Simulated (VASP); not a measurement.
# Ti3Al (Fm-3m) in VASP: further runs, part 2 of 2

VASP 6.6.1. The steps go on from the part before.

## Step 3: Single point, PBEsol, collinear spin (16.25 Å³/atom)

This run uses another cell than the first one, of 16.25 Å³/atom.

INCAR reads:

```
ALGO = Normal
EDIFF = 1E-6
ENCUT = 520
GGA = PS
ISIF = 2
ISMEAR = 0
ISPIN = 2
LASPH = T
LCHARG = F
LMAXMIX = 4
LORBIT = 11
LREAL = F
LWAVE = F
MAGMOM = 0.3 0.3 0.3 0
NBANDS = 32
NELM = 150
NUPDOWN = 0.9
PREC = Accurate
SIGMA = 0.15
```

KPOINTS reads:

```
k-points
0
Gamma
  12 12 12
```

POSCAR reads:

```
Ti3Al
1.0
    0.0000000000      3.1911121595      3.1911121595
    3.1911121595      0.0000000000      3.1911121595
    3.1911121595      3.1911121595      0.0000000000
Ti Al
3 1
Direct
    0.7500000000      0.7500000000      0.7500000000
    0.2500000000      0.2500000000      0.2500000000
    0.0000000000      0.0000000000      0.0000000000
    0.5000000000      0.5000000000      0.5000000000
```

Potentials or basis: VASP PAW PBE potentials, release 64 (Ti_sv, Al).

Command:

```
$ cat potpaw_PBE.64/Ti_sv/POTCAR potpaw_PBE.64/Al/POTCAR > POTCAR
$ mpirun -np 1 vasp_std > vasp.out
```

OUTCAR:

```text
EDIFF = 1E-6
   ENCUT = 520
   GGA = PS
   ISIF = 2
   ISMEAR = 0
   ISPIN = 2
   LASPH = T
   LORBIT = 11
   LREAL = F
   NELM = 150
   NUPDOWN = 0.9
   PREC = Accurate

 ion  position               nearest neighbor table
   1  0.750  0.750  0.750-   4 2.76   4 2.76   4 2.76   3 2.76   4 2.76   3 2.76   3 2.76   3 2.76

   2  0.250  0.250  0.250-   3 2.76   3 2.76   3 2.76   3 2.76   4 2.76   4 2.76   4 2.76   4 2.76

   3  0.000  0.000  0.000-   1 2.76   1 2.76   1 2.76   1 2.76   2 2.76   2 2.76   2 2.76   2 2.76

   4  0.500  0.500  0.500-   2 2.76   2 2.76   2 2.76   1 2.76   2 2.76   1 2.76   1 2.76   1 2.76

  LATTYP: Found a face centered cubic cell.
 ALAT       =     6.3822243190

  Lattice vectors:

 A1 = (   0.0000000000,   3.1911121595,   3.1911121595)
 A2 = (   3.1911121595,   0.0000000000,   3.1911121595)
[... 1841 lines left out ...]

 [bands above 31 left out]

------------------------ aborting loop because EDIFF is reached ----------------------------------------

  FORCE on cell =-STRESS in cart. coord.  units (eV):
  Direction    XX          YY          ZZ          XY          YZ          ZX
  --------------------------------------------------------------------------------------
  -------------------------------------------------------------------------------------
  Total       -0.2514802     -0.2514802     -0.2514802      0.0000000      0.0000000      0.0000000
  in kB       -6.1995210     -6.1995210     -6.1995210      0.0000000      0.0000000      0.0000000
  external PRESSURE =      -6.1995210 kB  Pullay stress =       0.0000000 kB

 VOLUME and BASIS-vectors are now :
 -----------------------------------------------------------------------------
  energy-cutoff  :      520.00
  volume of cell :       64.99
      direct lattice vectors                 reciprocal lattice vectors
     0.000000000  3.191112159  3.191112159    -0.156685185  0.156685185  0.156685185
     3.191112159  0.000000000  3.191112159     0.156685185 -0.156685185  0.156685185
     3.191112159  3.191112159  0.000000000     0.156685185  0.156685185 -0.156685185

 POSITION                                       TOTAL-FORCE (eV/Angst)
 -----------------------------------------------------------------------------------
      4.78667      4.78667      4.78667         0.000000     -0.000000      0.000000
      1.59556      1.59556      1.59556        -0.000000     -0.000000     -0.000000
      0.00000      0.00000      0.00000        -0.000000      0.000000      0.000000
      3.19111      3.19111      3.19111        -0.000000      0.000000      0.000000
 -----------------------------------------------------------------------------------
    total drift:                                0.000000      0.000000      0.000000

  FREE ENERGIE OF THE ION-ELECTRON SYSTEM (eV)
  ---------------------------------------------------
  free  energy   TOTEN  =       -29.7456267367 eV

  energy  without entropy=      -29.6769552432  energy(sigma->0) =      -29.71129099

 total charge

# of ion       s       p       d       tot
------------------------------------------
    1        2.221   6.135   1.935  10.291
    2        2.221   6.135   1.935  10.291
    3        2.261   6.097   2.001  10.359
    4        0.409   0.428   0.000   0.837
--------------------------------------------------
tot          7.112  18.795   5.871  31.778

 magnetization (x)

# of ion       s       p       d       tot
------------------------------------------
    1        0.001   0.017   0.050   0.067
    2        0.001   0.017   0.050   0.067
    3        0.007   0.012   0.553   0.573
    4       -0.003  -0.007   0.000  -0.010
--------------------------------------------------
tot          0.005   0.038   0.654   0.697
```

OSZICAR:

```text
N       E                     dE             d eps       ncg     rms          rms(c)
DAV:   1     0.468360218148E+03    0.46836E+03   -0.18478E+04  9216   0.141E+03
DAV:   2     0.165449809172E+02   -0.45182E+03   -0.43920E+03  9336   0.449E+02
DAV:   3    -0.298475274939E+02   -0.46393E+02   -0.45220E+02 15920   0.127E+02
DAV:   4    -0.336203168708E+02   -0.37728E+01   -0.37404E+01 12624   0.314E+01
DAV:   5    -0.338304518010E+02   -0.21013E+00   -0.21011E+00 13392   0.629E+00    0.164E+01
DAV:   6    -0.296964312583E+02    0.41340E+01   -0.18763E+01 12672   0.314E+01    0.418E+00
DAV:   7    -0.298921616518E+02   -0.19573E+00   -0.18235E+00 14000   0.143E+01    0.435E+00
DAV:   8    -0.297346868382E+02    0.15747E+00   -0.50792E-01 12528   0.718E+00    0.250E+00
DAV:   9    -0.297433066048E+02   -0.86198E-02   -0.20235E-01 10488   0.319E+00    0.855E-01
DAV:  10    -0.297455662205E+02   -0.22596E-02   -0.17644E-02 13440   0.839E-01    0.323E-01
DAV:  11    -0.297452473230E+02    0.31890E-03   -0.13055E-03 12312   0.294E-01    0.186E-01
DAV:  12    -0.297456197710E+02   -0.37245E-03   -0.88628E-04 10592   0.204E-01    0.363E-02
DAV:  13    -0.297456271259E+02   -0.73549E-05   -0.10094E-04 14096   0.547E-02    0.255E-02
DAV:  14    -0.297456267367E+02    0.38919E-06   -0.62744E-06 10320   0.166E-02
   1 F= -.29745627E+02 E0= -.29711291E+02  d E =-.686715E-01  mag=     0.9000
```

stdout:

```text
POSCAR found type information on POSCAR TiAl
 POSCAR found :  2 types and       4 ions
 scaLAPACK will be used
 -----------------------------------------------------------------------------
|                                                                             |
|                                                                             |
|     You enforced a specific xc type in the INCAR file but a different       |
|     I HOPE YOU KNOW WHAT YOU ARE DOING!                                     |
|                                                                             |
 -----------------------------------------------------------------------------

 LDA part: xc-table for (Slater+PW92), standard interpolation
 POSCAR, INCAR and KPOINTS ok, starting setup
 FFT: planning ... GRIDC
 FFT: planning ... GRID_SOFT
 FFT: planning ... GRID
 WAVECAR not read
 entering main loop
```

Wall time 3 min (1 thread of AMD EPYC 9R45 (Zen 5), shared host); peak memory 0.35 GiB.

Results:

```
Free energy                                           : -29.7456 eV
Pressure                                              : -0.6 GPa
Net moment                                            : 0.90 μB per cell
Site moments                                          : Ti +0.07, +0.57 (each value once); Al -0.01 μB
Valence electrons inside the program's atomic spheres : Ti 10.29, 10.36 (each value once); Al 0.84
```

Caveat: the PAW data sets were made with another functional, which shifts forces and pressure a little; the total moment is fixed, so each spin has its own Fermi level.

## Step 4: Single point, PBEsol, collinear spin (16.25 Å³/atom)

This run uses another cell than the first one, of 16.25 Å³/atom.

INCAR reads:

```
SYSTEM = Ti3Al
PREC = Accurate ; ENCUT = 520
EDIFF = 1E-7 ; ISMEAR = 0
SIGMA = 0.15 ; LREAL = .FALSE.
LASPH = .TRUE. ; NELM = 150
ALGO = Normal ; ISIF = 2
LWAVE = .FALSE. ; LCHARG = .FALSE.
ISPIN = 2 ; MAGMOM = 0.7 0.7 0.7 0
LORBIT = 11 ; NUPDOWN = 2.1
LMAXMIX = 4 ; GGA = PS
NBANDS = 32
```

KPOINTS reads:

```
regular mesh
0
G
  12 12 12
  0 0 0
```

POSCAR is that of step 3.

Command:

```
$ cat potpaw_PBE.64/Ti_sv/POTCAR potpaw_PBE.64/Al/POTCAR > POTCAR
$ mpirun -np 1 vasp_std > vasp.out
```

Run time: 3.4 min. Hardware: 1 thread of AMD EPYC 9R45 (Zen 5), shared host; peak memory 0.35 GiB.

It converged, with:

| Property | Result |
| --- | --- |
| Free energy | -29.7557 eV |
| Pressure | 0.4 GPa |
| Net moment | 2.10 μB per cell |
| Site moments | Ti +0.30, +0.97 (each value once); Al -0.02 μB |
| Valence electrons inside the program's atomic spheres | Ti 10.29, 10.36 (each value once); Al 0.84 |

Caveat: the PAW data sets were made with another functional, which shifts forces and pressure a little; the total moment is fixed, so each spin has its own Fermi level.

## Step 5: Overview

| fixed moment (μB) | cell | pressure (GPa) | moment (μB) |
| --- | --- | --- | --- |
| 3.0 | a = 4.861 Å, angles 60.0°, 4 atoms | -16.4 | 3.00 |
| 0.9 | a = 4.513 Å, angles 60.0°, 4 atoms | -0.6 | 0.90 |
| 2.1 | a = 4.513 Å, angles 60.0°, 4 atoms | 0.4 | 2.10 |

Alike in all rows: task single point; level PBEsol; potentials or basis VASP PAW PBE potentials, release 64 (Ti_sv, Al); spin collinear; k mesh 12 × 12 × 12; cutoff (eV) 520; smearing gaussian 0.15 eV.

Caveats: the PAW data sets were made with another functional, which shifts forces and pressure a little; the total moment is fixed, so each spin has its own Fermi level; the cell stands under tension (at least some runs).

Total energies depend on the potentials used, so only differences within one code and one set of settings carry meaning.
